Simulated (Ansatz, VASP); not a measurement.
# Two plane-wave programs on BN

```
B N
1.0
     2.50098    0.00000    0.00000
    -1.25049    2.16591    0.00000
     0.00000    0.00000    6.94290
B N
2 2
Direct
  0.33333 0.66667 0.25000
  0.66667 0.33333 0.75000
  0.33333 0.66667 0.75000
  0.66667 0.33333 0.25000
```

Change from the starting cell: strain +0.0100 x Voigt [0, 0, 1, 0, 0, 0], atoms carried along.

Alike in both runs: task single point; functional r2SCAN; k mesh 12 × 12 × 4; occupations gaussian, width 0.05 eV; no spin polarisation.

|  | VASP | Ansatz |
| --- | --- | --- |
| version | VASP 6.6.1 | Ansatz 0.2.0 |
| potentials or method | VASP PAW PBE potentials, release 64 (B, N), cutoff 520 eV | scalar-relativistic, plane waves, PAW |
| valence electrons in the cell | 16 | 16 |

|  | VASP | Ansatz | Ansatz less VASP |
| --- | --- | --- | --- |
| gap on the k mesh at the Fermi level (eV) | 4.94 | 4.90 | -0.039 |
| least direct gap on the mesh (eV) | 5.38 | 5.31 | -0.061 |
| pressure (GPa) | 0.3 | -0.1 | -0.37 |
| traceless stress, the component that is largest in VASP (GPa) | -0.73 | -0.08 | +0.652 |

VASP's potentials were made for PBE, not for r2SCAN. The functional is the same, so the differences come from potentials, cutoffs and numerics.
